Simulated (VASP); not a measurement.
# ReW4 in VASP: single point with PBEsol

Aim: the single point of ReW4 with PBEsol.

Program: VASP 6.6.1. These are calculated values, not measurements. Logs are shortened: lines on timing, memory, paths and dates and some standing lists are left out, and cuts for length are marked.

## 1. The cell of the first run

The cell holds a slab with vacuum, 5 atoms: a = 3.154 Å, b = 3.154 Å, c = 22.308 Å, α = 90.00°, β = 90.00°, γ = 90.00°.

## 2. Single point, PBEsol

INCAR

```
PREC = Accurate
ENCUT = 520
EDIFF = 1E-6
ISMEAR = -1
SIGMA = 0.08
LREAL = False
LASPH = True
NELM = 60
ALGO = Normal
ISIF = 2
LWAVE = False
LCHARG = False
LDIPOL = True
IDIPOL = 3
DIPOL = 0.5 0.5 0.500
GGA = PS
NBANDS = 40
```

KPOINTS

```
Automatic mesh
0
Gamma
  12 12 1
```

POSCAR

```
ReW4
1.0
    3.1537715175      0.0000000000      0.0000000000
    0.0000000000      3.1537715175      0.0000000000
    0.0000000000      0.0000000000     22.3075000000
W Re
4 1
Direct
    0.0000000000      0.0000000000      0.3650532789
    0.5000000000      0.5000000000      0.4282835857
    0.5000000000      0.5000000000      0.5717164151
    0.0000000000      0.0000000000      0.6349467211
    0.0000000000      0.0000000000      0.4999999992
```

Potentials or basis: VASP PAW PBE potentials, release 64 (W_sv, Re).

Run with:

```console
> cat potpaw_PBE.64/W_sv/POTCAR potpaw_PBE.64/Re/POTCAR > POTCAR
> mpirun -np 1 vasp_std > vasp.out
```

OUTCAR:

```text
PREC = Accurate
   ENCUT = 520
   EDIFF = 1E-6
   ISMEAR = -1
   LREAL = False
   LASPH = True
   NELM = 60
   ISIF = 2
   GGA = PS

 ion  position               nearest neighbor table
   1  0.000  0.000  0.365-   2 2.64   2 2.64   2 2.64   2 2.64   5 3.01
   2  0.500  0.500  0.428-   1 2.64   1 2.64   1 2.64   1 2.64   5 2.74   5 2.74   5 2.74   5 2.74
                             3 3.20
   3  0.500  0.500  0.572-   4 2.64   4 2.64   4 2.64   4 2.64   5 2.74   5 2.74   5 2.74   5 2.74
                             2 3.20
   4  0.000  0.000  0.635-   3 2.64   3 2.64   3 2.64   3 2.64   5 3.01
   5  0.000  0.000  0.500-   2 2.74   2 2.74   2 2.74   2 2.74   3 2.74   3 2.74   3 2.74   3 2.74
                             1 3.01   4 3.01

  LATTYP: Found a simple tetragonal cell.
 ALAT       =     3.1537715175
 C/A-ratio  =     7.0732771465

  Lattice vectors:

 A1 = (   3.1537715175,   0.0000000000,   0.0000000000)
 A2 = (   0.0000000000,   3.1537715175,   0.0000000000)
 A3 = (   0.0000000000,   0.0000000000,  22.3075000000)

Analysis of symmetry for initial positions (statically):
=====================================================================
 Subroutine PRICEL returns:
 Original cell was already a primitive cell.

 Routine SETGRP: Setting up the symmetry group for a
 simple tetragonal supercell.

 Subroutine GETGRP returns: Found 16 space group operations
 (whereof 16 operations were pure point group operations)
 out of a pool of 16 trial point group operations.

The static configuration has the point symmetry D_4h.

Analysis of symmetry for dynamics (positions and initial velocities):
=====================================================================
 Subroutine PRICEL returns:
 Original cell was already a primitive cell.

 Routine SETGRP: Setting up the symmetry group for a
 simple tetragonal supercell.

 Subroutine GETGRP returns: Found 16 space group operations
 (whereof 16 operations were pure point group operations)
 out of a pool of 16 trial point group operations.

The dynamic configuration has the point symmetry D_4h.

 Subroutine INISYM returns: Found 16 space group operations
 (whereof 16 operations are pure point group operations),
 and found     1 'primitive' translations

----------------------------------------------------------------------------------------

                                     Primitive cell

  volume of cell :     221.8765

  direct lattice vectors                    reciprocal lattice vectors
     3.153771518  0.000000000  0.000000000     0.317080675  0.000000000  0.000000000
     0.000000000  3.153771518  0.000000000     0.000000000  0.317080675  0.000000000
     0.000000000  0.000000000 22.307500000     0.000000000  0.000000000  0.044827973

  length of vectors
     3.153771518  3.153771518 22.307500000     0.317080675  0.317080675  0.044827973

  position of ions in fractional coordinates (direct lattice)
     0.000000000  0.000000000  0.365053279
     0.500000000  0.500000000  0.428283586
     0.500000000  0.500000000  0.571716415
     0.000000000  0.000000000  0.634946721
     0.000000000  0.000000000  0.499999999

  ion indices of the primitive-cell ions
   primitive index   ion index
                 1           1
                 2           2
                 3           3
                 4           4
                 5           5

----------------------------------------------------------------------------------------

 KPOINTS: Automatic mesh

Automatic generation of k-mesh.
 Grid dimensions read from file:
 generate k-points for:   12   12    1

 Generating k-lattice:

  Cartesian coordinates                     Fractional coordinates (reciprocal lattice)
     0.026423390  0.000000000  0.000000000     0.083333333  0.000000000  0.000000000
     0.000000000  0.026423390  0.000000000     0.000000000  0.083333333  0.000000000
     0.000000000  0.000000000  0.044827973     0.000000000  0.000000000  1.000000000

  Length of vectors
     0.026423390  0.026423390  0.044827973

  Shift w.r.t. Gamma in fractional coordinates (k-lattice)
     0.000000000  0.000000000  0.000000000

 Subroutine IBZKPT returns following result:
 ===========================================

 Found     28 irreducible k-points:

 Following reciprocal coordinates:
            Coordinates               Weight
  0.000000  0.000000  0.000000      1.000000
  0.083333  0.000000  0.000000      4.000000
  0.166667  0.000000  0.000000      4.000000
  0.250000  0.000000  0.000000      4.000000
  0.333333  0.000000  0.000000      4.000000
  0.416667  0.000000  0.000000      4.000000
[... 16 lines left out ...]
  0.333333  0.333333  0.000000      4.000000
  0.416667  0.333333  0.000000      8.000000
 [... further k-points ...]
   k-points           NKPTS =     28   k-points in BZ     NKDIM =     28   number of bands    NBANDS=     40
   number of dos      NEDOS =    301   number of ions     NIONS =      5
   total plane-waves  NPLWV =  96768
   dimension x,y,z NGX =    24 NGY =   24 NGZ =  168
   dimension x,y,z NGXF=    48 NGYF=   48 NGZF=  336
   ions per type =               4   1
   NGX,Y,Z   is equivalent  to a cutoff of  12.65, 12.65, 12.52 a.u.
   NGXF,Y,Z  is equivalent  to a cutoff of  25.30, 25.30, 25.04 a.u.
 SYSTEM =  unknown system
   PREC   = accura    normal or accurate (medium, high low for compatibility)
   ISTART =      0    job   : 0-new  1-cont  2-samecut
   ICHARG =      2    charge: 1-file 2-atom 10-const
   ISPIN  =      1    spin polarized calculation?
   LNONCOLLINEAR =      F non collinear calculations
   LSORBIT =      F    spin-orbit coupling
   LASPH  =      T    aspherical Exc in radial PAW
   ENCUT  =  520.0 eV  38.22 Ry    6.18 a.u.   5.86  5.86 41.48*2*pi/ulx,y,z
   NELM   =     60;   NELMIN=  2; NELMDL= -5     # of ELM steps
   EDIFF  = 0.1E-05   stopping-criterion for ELM
   LREAL  =      F    real-space projection
   EDIFFG = 0.1E-04   stopping-criterion for IOM
   NSW    =      0    number of steps for IOM
   IBRION =     -1    ionic relax: 0-MD 1-quasi-New 2-CG
   NFREE  =      0    steps in history (QN), initial steepest desc. (CG)
   ISIF   =      2    stress and relaxation
   ISYM   =      2    0-nonsym 1-usesym 2-fastsym
   POTIM  = 0.5000    time-step for ionic-motion
   TEBEG  =    0.0;   TEEND  =   0.0 temperature during run
   PSTRESS=    0.0 pullay stress
   NELECT =      63.0000    total number of electrons
   NUPDOWN=      -1.0000    fix difference up-down
   EMIN   =  10.00;   EMAX   =-10.00  energy-range for DOS
   EFERMI =   0.00;   METHOD = LEGACY
   ISMEAR =    -1;   SIGMA  =   0.08  broadening in eV -4-tet -1-fermi 0-gaus
   EFERMI_NEDOS =   21; number of points for ismear=-14 and -15
   IALGO  =     38    algorithm
   IMIX   =      4    mixing-type and parameters
     AMIX     =   0.40;   BMIX     =  1.00
     AMIX_MAG =   1.60;   BMIX_MAG =  1.00
  volume/ion in A,a.u.               =      44.38       299.46
  Fermi-wavevector in a.u.,A,eV,Ry     =   1.076014  2.033371 15.752907  1.157806
  Thomas-Fermi vector in A             =   2.211887
   LORBIT       =      0    0 simple, 1 ext, 2 COOP (PROOUT), +10 PAW based schemes
   GGA     = PS    functional components
   LHFCALC =     F    Hartree Fock is set to
   AEXX    =    0.0000 exact exchange contribution
   IVDW    =     0    specifies the selected vdW correction
   LEPSILON=     F    determine dielectric tensor
   LRPA    =     F    only Hartree local field effects (RPA)
 non-spin polarized calculation
  energy-cutoff  :      520.00
  volume of cell :      221.88
 maximum number of plane-waves:      6040
 NGX is ok and might be reduce to    24
   NGX = 11   NGY = 11   NGZ = 83

 number of electron      63.0000002 magnetization

 dipolmoment           0.000000      0.000000     -0.000000 electrons x Angstroem

 Free energy of the ion-electron system (eV)
  ---------------------------------------------------
  ext. energy  EPLUGINS =         0.00000000
  ---------------------------------------------------
  free energy    TOTEN  =       -62.96279333 eV

  energy without entropy =      -62.84202085  energy(sigma->0) =      -62.90240709

 E-fermi :   1.0904     XC(G=0):  -5.8809

 val. band max:        1.0678371939   @ k =   0.4167   0.1667   0.0000
 cond. band min:       1.1268596689   @ k =   0.5000   0.0000   0.0000
 fundamental gap:      0.0590224750
 Fermi energy:         1.0903638523

 k-point     1 :       0.0000    0.0000    0.0000
  band No.  band energies     occupation
      1     -72.9729      2.00000
      2     -72.9688      2.00000
      3     -72.6730      2.00000
      4     -72.6726      2.00000
      5     -37.4060      2.00000
      6     -37.3483      2.00000
[... 32 lines left out ...]
     39       2.6131      0.00000
     40       2.8905      0.00000

 k-point     2 :       0.0833    0.0000    0.0000
  band No.  band energies     occupation
      1     -72.9703      2.00000
      2     -72.9662      2.00000
      3     -72.6744      2.00000
      4     -72.6739      2.00000
      5     -37.4135      2.00000
      6     -37.3770      2.00000
[... 32 lines left out ...]
     39       3.0558      0.00000
     40       3.3344      0.00000

 k-point     3 :       0.1667    0.0000    0.0000
  band No.  band energies     occupation
      1     -72.9631      2.00000
      2     -72.9592      2.00000
      3     -72.6781      2.00000
      4     -72.6778      2.00000
      5     -37.4542      2.00000
      6     -37.4452      2.00000
[... 853 lines left out ...]
  band No.  band energies     occupation
      1     -72.9288      2.00000
      2     -72.9253      2.00000
      3     -72.6894      2.00000
      4     -72.6893      2.00000
      5     -37.5859      2.00000
      6     -37.5695      2.00000
[... 32 lines left out ...]
     39       3.7688      0.00000
     40       3.9232      0.00000

 k-point    24 :       0.4167    0.3333    0.0000
  band No.  band energies     occupation
      1     -72.9254      2.00000
      2     -72.9219      2.00000
      3     -72.6893      2.00000
      4     -72.6893      2.00000
      5     -37.6235      2.00000
      6     -37.6184      2.00000
[... 32 lines left out ...]
     39       3.7100      0.00000
     40       4.1400      0.00000

 [... further k-points ...]

------------------------ aborting loop because EDIFF is reached ----------------------------------------

 vacuum level on the upper side and lower side of the slab       (xc-potential included)        -0.154        -0.154

  FORCE on cell =-STRESS in cart. coord.  units (eV):
  Direction    XX          YY          ZZ          XY          YZ          ZX
  --------------------------------------------------------------------------------------
  -------------------------------------------------------------------------------------
  Total       -5.7086538     -5.7086538     -1.4495994      0.0000000     -0.0000000     -0.0000000
  in kB      -41.2223681    -41.2223681    -10.4676027      0.0000000     -0.0000000     -0.0000000
  external PRESSURE =     -30.9707796 kB  Pullay stress =       0.0000000 kB

 VOLUME and BASIS-vectors are now :
 -----------------------------------------------------------------------------
  energy-cutoff  :      520.00
  volume of cell :      221.88
      direct lattice vectors                 reciprocal lattice vectors
     3.153771518  0.000000000  0.000000000     0.317080675  0.000000000  0.000000000
     0.000000000  3.153771518  0.000000000     0.000000000  0.317080675  0.000000000
     0.000000000  0.000000000 22.307500000     0.000000000  0.000000000  0.044827973

 POSITION                                       TOTAL-FORCE (eV/Angst)
 -----------------------------------------------------------------------------------
      0.00000      0.00000      8.14343        -0.000000      0.000000      0.187439
      1.57689      1.57689      9.55394         0.000000     -0.000000      0.082029
      1.57689      1.57689     12.75356        -0.000000      0.000000     -0.082029
      0.00000      0.00000     14.16407         0.000000      0.000000     -0.187439
      0.00000      0.00000     11.15375         0.000000      0.000000     -0.000000
 -----------------------------------------------------------------------------------
    total drift:                                0.000000      0.000000     -0.000033

  FREE ENERGIE OF THE ION-ELECTRON SYSTEM (eV)
  ---------------------------------------------------
  free  energy   TOTEN  =       -62.9627933335 eV

  energy  without entropy=      -62.8420208549  energy(sigma->0) =      -62.90240709

 vacuum level on the upper side and lower side of the slab         5.228         5.228
```

It took 10 min on 1 thread of Intel Xeon 8259CL, shared host; peak memory 0.43 GiB.

Results:

| Property | Result |
| --- | --- |
| Free energy | -62.9628 eV |
| Largest force | 0.187 eV/Å |
| Band gap on the k mesh | zero (an odd number of electrons rules out a gap without spin polarisation) |

Forces on the atoms (eV/Å):
```
W    0.000  0.000  0.187
W    0.000  0.000  0.082
W    0.000  0.000 -0.082
W    0.000  0.000 -0.187
Re   0.000  0.000  0.000
```

Caveat: the PAW data sets were made with another functional, which shifts forces and pressure a little; spin-orbit coupling is left out, which moves the levels of the heavy elements.

The gap in the log of VASP goes by the Fermi energy; the results here count the filled bands.